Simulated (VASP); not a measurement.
# SiO2 (Stishovite) (P4_2/mnm) in VASP: a series of runs

Runs on SiO2 (Stishovite). Level: r2SCAN. Tasks: single point.

All numbers are computed with VASP 6.6.1; they aren't measurements. Logs are shortened: lines on timing, memory, paths and dates and some standing lists are left out, and cuts for length are marked.

## (1) The cell of the first run

It takes space group P4_2/mnm (No. 136, tetragonal). Conventional cell: a = 4.185 Å, b = 4.185 Å, c = 2.669 Å, α = 90.00°, β = 90.00°, γ = 90.00°. Si (site symmetry mmm) has 6 O at 1.76 to 1.81 Å within 2.3 Å. O (site symmetry m2m) has 3 Si at 1.76 to 1.81 Å and 1 O at 2.30 Å within 2.3 Å.

## (2) Single point, r2SCAN

POSCAR reads:

```
SiO2
1.0
    4.1851380385      0.0000000000      0.0000000000
    0.0000000000      4.1851380385      0.0000000000
    0.0000000000      0.0000000000      2.6689487487
Si O
2 4
Direct
    0.0000000000      0.0000000000      0.0000000000
    0.5000000000      0.5000000000      0.5000000000
    0.3060983512      0.3060983512      0.0000000000
    0.1939016488      0.8060983512      0.5000000000
    0.6939016488      0.6939016488      0.0000000000
    0.8060983512      0.1939016488      0.5000000000
```

INCAR.step1 reads:

```
SYSTEM = SiO2
PREC = Accurate
ENCUT = 520
ISMEAR = 0
SIGMA = 0.02
LREAL = .False.
LASPH = .True.
NELM = 100
NBANDS = 25
GGA = PE
ALGO = Normal
EDIFF = 1E-4
LWAVE = .True.
LCHARG = .False.
```

INCAR.step2 reads:

```
SYSTEM = SiO2
PREC = Accurate
ENCUT = 520
EDIFF = 1E-7
ISMEAR = 0
SIGMA = 0.02
LREAL = .False.
LASPH = .True.
NELM = 100
ALGO = Normal
ISIF = 2
LWAVE = .False.
LCHARG = .True.
METAGGA = R2SCAN
LMIXTAU = .True.
LELF = .True.
LVHAR = .True.
NBANDS = 25
ISTART = 1
```

KPOINTS reads:

```
Automatic mesh
0
Gamma
  6 6 8
  0 0 0
```

Potentials or basis: VASP PAW PBE potentials, release 64 (Si, O).

Launch:

```sh
> cat potpaw_PBE.64/Si/POTCAR potpaw_PBE.64/O/POTCAR > POTCAR
> cp INCAR.step1 INCAR
> mpirun -np 1 vasp_std > vasp.out
> cp INCAR.step2 INCAR
> mpirun -np 1 vasp_std > vasp.out
```

OUTCAR:

```text
SYSTEM = SiO2
   PREC = Accurate
   ENCUT = 520
   EDIFF = 1E-7
   ISMEAR = 0
   LREAL = .False.
   LASPH = .True.
   NELM = 100
   ISIF = 2
   METAGGA = R2SCAN
   ISTART = 1

 ion  position               nearest neighbor table
   1  0.000  0.000  0.000-   4 1.76   6 1.76   4 1.76   6 1.76   5 1.81   3 1.81
   2  0.500  0.500  0.500-   3 1.76   5 1.76   3 1.76   5 1.76   4 1.81   6 1.81
   3  0.306  0.306  0.000-   2 1.76   2 1.76   1 1.81
   4  0.194  0.806  0.500-   1 1.76   1 1.76   2 1.81
   5  0.694  0.694  0.000-   2 1.76   2 1.76   1 1.81
   6  0.806  0.194  0.500-   1 1.76   1 1.76   2 1.81

  LATTYP: Found a simple tetragonal cell.
 ALAT       =     4.1851380385
 C/A-ratio  =     0.6377206018

  Lattice vectors:

 A1 = (   4.1851380385,   0.0000000000,   0.0000000000)
 A2 = (   0.0000000000,   4.1851380385,   0.0000000000)
 A3 = (   0.0000000000,   0.0000000000,   2.6689487487)

Analysis of symmetry for initial positions (statically):
=====================================================================
 Subroutine PRICEL returns:
 Original cell was already a primitive cell.

 Routine SETGRP: Setting up the symmetry group for a
 simple tetragonal supercell.

 Subroutine GETGRP returns: Found 16 space group operations
 (whereof  8 operations were pure point group operations)
 out of a pool of 16 trial point group operations.

The static configuration has the point symmetry D_2h.
 The point group associated with its full space group is D_4h.

Analysis of symmetry for dynamics (positions and initial velocities):
=====================================================================
 Subroutine PRICEL returns:
 Original cell was already a primitive cell.

 Routine SETGRP: Setting up the symmetry group for a
 simple tetragonal supercell.

 Subroutine GETGRP returns: Found 16 space group operations
 (whereof  8 operations were pure point group operations)
 out of a pool of 16 trial point group operations.

The dynamic configuration has the point symmetry D_2h.
 The point group associated with its full space group is D_4h.

 Subroutine INISYM returns: Found 16 space group operations
 (whereof  8 operations are pure point group operations),
 and found     1 'primitive' translations

----------------------------------------------------------------------------------------

[... 96 lines left out ...]
   LSORBIT =      F    spin-orbit coupling
   LASPH  =      T    aspherical Exc in radial PAW
   ENCUT  =  520.0 eV  38.22 Ry    6.18 a.u.   7.78  7.78  4.96*2*pi/ulx,y,z
   NELM   =    100;   NELMIN=  2; NELMDL=  0     # of ELM steps
   EDIFF  = 0.1E-06   stopping-criterion for ELM
   LREAL  =      F    real-space projection
   EDIFFG = 0.1E-05   stopping-criterion for IOM
   NSW    =      0    number of steps for IOM
   IBRION =     -1    ionic relax: 0-MD 1-quasi-New 2-CG
   NFREE  =      0    steps in history (QN), initial steepest desc. (CG)
   ISIF   =      2    stress and relaxation
   ISYM   =      2    0-nonsym 1-usesym 2-fastsym
   POTIM  = 0.5000    time-step for ionic-motion
   TEBEG  =    0.0;   TEEND  =   0.0 temperature during run
   PSTRESS=    0.0 pullay stress
   NELECT =      32.0000    total number of electrons
   NUPDOWN=      -1.0000    fix difference up-down
   EMIN   =  10.00;   EMAX   =-10.00  energy-range for DOS
   EFERMI =   0.00;   METHOD = LEGACY
   ISMEAR =     0;   SIGMA  =   0.02  broadening in eV -4-tet -1-fermi 0-gaus
   EFERMI_NEDOS =   21; number of points for ismear=-14 and -15
   IALGO  =     38    algorithm
   IMIX   =      4    mixing-type and parameters
     AMIX     =   0.40;   BMIX     =  1.00
     AMIX_MAG =   1.60;   BMIX_MAG =  1.00
  volume/ion in A,a.u.               =       7.79        52.58
  Fermi-wavevector in a.u.,A,eV,Ry     =   1.442796  2.726489 28.322702  2.081660
  Thomas-Fermi vector in A             =   2.561276
   LORBIT       =      0    0 simple, 1 ext, 2 COOP (PROOUT), +10 PAW based schemes
   METAGGA = R2SCAN    functional components
   LHFCALC =     F    Hartree Fock is set to
   AEXX    =    0.0000 exact exchange contribution
   IVDW    =     0    specifies the selected vdW correction
   LEPSILON=     F    determine dielectric tensor
   LRPA    =     F    only Hartree local field effects (RPA)
 non-spin polarized calculation
 Gauss-broadening in eV      SIGMA  =   0.02
  energy-cutoff  :      520.00
  volume of cell :       46.75
 maximum number of plane-waves:      1282
 NGX is ok and might be reduce to    32
   NGX = 15   NGY = 15   NGZ =  9

 number of electron      31.9999977 magnetization

 Free energy of the ion-electron system (eV)
  ---------------------------------------------------
  ext. energy  EPLUGINS =         0.00000000
  ---------------------------------------------------
  free energy    TOTEN  =       -58.78562542 eV

  energy without entropy =      -58.78562542  energy(sigma->0) =      -58.78562542

 E-fermi :   7.9967     XC(G=0): -12.8665

 val. band max:        7.7880984591   @ k =   0.0000   0.0000   0.0000
 cond. band min:      14.2964252514   @ k =   0.0000   0.0000   0.0000
 fundamental gap:      6.5083267923
 Fermi energy:         7.9967171933

 k-point     1 :       0.0000    0.0000    0.0000
  band No.  band energies     occupation
      1     -15.7434      2.00000
      2     -12.1599      2.00000
      3     -12.1599      2.00000
      4     -11.9005      2.00000
      5      -3.2431      2.00000
      6       1.2826      2.00000
[... 661 lines left out ...]
     24      21.8271      0.00000
     25      22.6209      0.00000

 [... further k-points ...]
[... 5 lines left out ...]
  --------------------------------------------------------------------------------------
  -------------------------------------------------------------------------------------
  Total        0.0316247      0.0316247      0.2861241     -0.0000000      0.0000000      0.0000000
  in kB        1.0838683      1.0838683      9.8063023     -0.0000000      0.0000000      0.0000000
  external PRESSURE =       3.9913463 kB  Pullay stress =       0.0000000 kB

 VOLUME and BASIS-vectors are now :
 -----------------------------------------------------------------------------
  energy-cutoff  :      520.00
  volume of cell :       46.75
      direct lattice vectors                 reciprocal lattice vectors
     4.185138038  0.000000000  0.000000000     0.238940745  0.000000000  0.000000000
     0.000000000  4.185138038  0.000000000     0.000000000  0.238940745  0.000000000
     0.000000000  0.000000000  2.668948749     0.000000000  0.000000000  0.374679357

 POSITION                                       TOTAL-FORCE (eV/Angst)
 -----------------------------------------------------------------------------------
      0.00000      0.00000      0.00000        -0.000000      0.000000      0.000000
      2.09257      2.09257      1.33447        -0.000000      0.000000      0.000000
      1.28106      1.28106      0.00000        -0.014979     -0.014979      0.000000
      0.81151      3.37363      1.33447         0.014979     -0.014979      0.000000
      2.90407      2.90407      0.00000         0.014979      0.014979     -0.000000
      3.37363      0.81151      1.33447        -0.014979      0.014979      0.000000
 -----------------------------------------------------------------------------------
    total drift:                                0.000000      0.000000      0.000000

  FREE ENERGIE OF THE ION-ELECTRON SYSTEM (eV)
  ---------------------------------------------------
  free  energy   TOTEN  =       -58.7856254222 eV

  energy  without entropy=      -58.7856254222  energy(sigma->0) =      -58.78562542
```

OSZICAR.step1:

```text
N       E                     dE             d eps       ncg     rms          rms(c)
DAV:   1     0.138059894878E+03    0.13806E+03   -0.17586E+04  2500   0.123E+03
DAV:   2    -0.438331458317E+02   -0.18189E+03   -0.17344E+03  3124   0.280E+02
DAV:   3    -0.508603004677E+02   -0.70272E+01   -0.69954E+01  3308   0.528E+01
DAV:   4    -0.509062371243E+02   -0.45937E-01   -0.45922E-01  2907   0.491E+00
DAV:   5    -0.509066139948E+02   -0.37687E-03   -0.37680E-03  3346   0.421E-01    0.175E+01
DAV:   6    -0.462072078352E+02    0.46994E+01   -0.13206E+01  3141   0.244E+01    0.804E+00
DAV:   7    -0.462489174215E+02   -0.41710E-01   -0.77690E-01  3134   0.510E+00    0.294E+00
DAV:   8    -0.462631285379E+02   -0.14211E-01   -0.25611E-02  3062   0.139E+00    0.109E+00
DAV:   9    -0.462697209543E+02   -0.65924E-02   -0.95517E-03  3172   0.828E-01    0.264E-01
DAV:  10    -0.462699257881E+02   -0.20483E-03   -0.44674E-04  3116   0.152E-01    0.426E-02
DAV:  11    -0.462699079078E+02    0.17880E-04   -0.71457E-05  2016   0.631E-02
   1 F= -.46269908E+02 E0= -.46269908E+02  d E =-.282748E-26
```

Wall time 4 min (1 thread of AMD EPYC 7R43 (Zen 3), shared host); peak memory 0.14 GiB.

Results:

```yaml
Free_energy: -58.7856 eV
Pressure: 0.4 GPa
Largest_force: 0.021 eV/Å
Band_gap_on_the_k_mesh: 6.51 eV, direct
```

Forces on the atoms (eV/Å):
```
Si   0.000  0.000  0.000
Si   0.000  0.000  0.000
O   -0.015 -0.015  0.000
O    0.015 -0.015  0.000
O    0.015  0.015  0.000
O   -0.015  0.015  0.000
```

Caveat: the PAW data sets were made with another functional, which shifts forces and pressure a little. A k mesh can miss the band edges.

## (3) Single point, r2SCAN (volume scaled by 1.03, then relaxed in part)

POSCAR reads:

```
SiO2
1.0
    4.2369988340      0.0000000000      0.0000000000
    0.0000000000      4.2369988340      0.0000000000
    0.0000000000      0.0000000000      2.6821332110
Si O
2 4
Direct
    0.0000000000      0.0000000000      0.0000000000
    0.5000000000      0.5000000000      0.5000000000
    0.3075205364      0.3075205364      0.0000000000
    0.1924794636      0.8075205364      0.5000000000
    0.6924794636      0.6924794636      0.0000000000
    0.8075205364      0.1924794636      0.5000000000
```

INCAR.step1 reads:

```
PREC = Accurate
ENCUT = 520
ISMEAR = 0
SIGMA = 0.02
LREAL = False
LASPH = True
NELM = 100
NBANDS = 25
GGA = PE
ALGO = Normal
EDIFF = 1E-4
LWAVE = True
LCHARG = False
```

INCAR.step2 reads:

```
PREC = Accurate
ENCUT = 520
EDIFF = 1E-6
ISMEAR = 0
SIGMA = 0.02
LREAL = False
LASPH = True
NELM = 100
ALGO = Normal
ISIF = 2
LWAVE = False
LCHARG = False
METAGGA = R2SCAN
LMIXTAU = True
NBANDS = 25
ISTART = 1
```

KPOINTS reads:

```
regular mesh
0
Gamma
  6 6 8
```

Potentials or basis: VASP PAW PBE potentials, release 64 (Si, O).

Launch:

```sh
> cat potpaw_PBE.64/Si/POTCAR potpaw_PBE.64/O/POTCAR > POTCAR
> cp INCAR.step1 INCAR
> mpirun -np 1 vasp_std > vasp.out
> cp INCAR.step2 INCAR
> mpirun -np 1 vasp_std > vasp.out
```

It took 4.1 min on 1 thread of AMD EPYC 7R43 (Zen 3), shared host; peak memory 0.14 GiB.

It converged, with:

| Quantity | Value |
| --- | --- |
| Free energy | -58.7530 eV |
| Pressure | -7.9 GPa |
| Largest force | 0.025 eV/Å |
| Band gap on the k mesh | 6.05 eV, direct |

Forces on the atoms (eV/Å):
```
Si   0.000  0.000  0.000
Si   0.000  0.000  0.000
O   -0.017 -0.017  0.000
O    0.017 -0.017  0.000
O    0.017  0.017  0.000
O   -0.017  0.017  0.000
```

Stress tensor (GPa, compression positive):
```
-8.19  0.00  0.00
 0.00 -8.19  0.00
 0.00  0.00 -7.28
```

Levels at points of the mesh, in eV from the valence-band top:
```csv
k point,band 13,band 14,band 15,band 16,band 17,band 18,band 19,band 20
"(0.00, 0.00, 0.00)",-2.52,-0.85,-0.85,0.00,6.05,7.59,9.35,9.35
"(0.50, 0.00, 0.00)",-2.65,-2.65,-1.06,-1.06,8.35,8.35,9.92,9.92
"(0.50, 0.50, 0.00)",-2.52,-2.52,-2.23,-2.23,8.06,8.06,10.83,10.83
"(0.00, 0.00, 0.50)",-2.91,-2.91,-2.62,-2.62,9.75,9.75,13.33,13.33
"(0.50, 0.00, 0.50)",-2.25,-2.25,-1.72,-1.72,9.53,9.53,10.49,10.49
"(0.50, 0.50, 0.50)",-1.78,-1.78,-1.52,-1.52,7.88,7.88,11.67,11.67
```

Caveat: the PAW data sets were made with another functional, which shifts forces and pressure a little. A k mesh can miss the band edges.

[end of part 1 of 2]
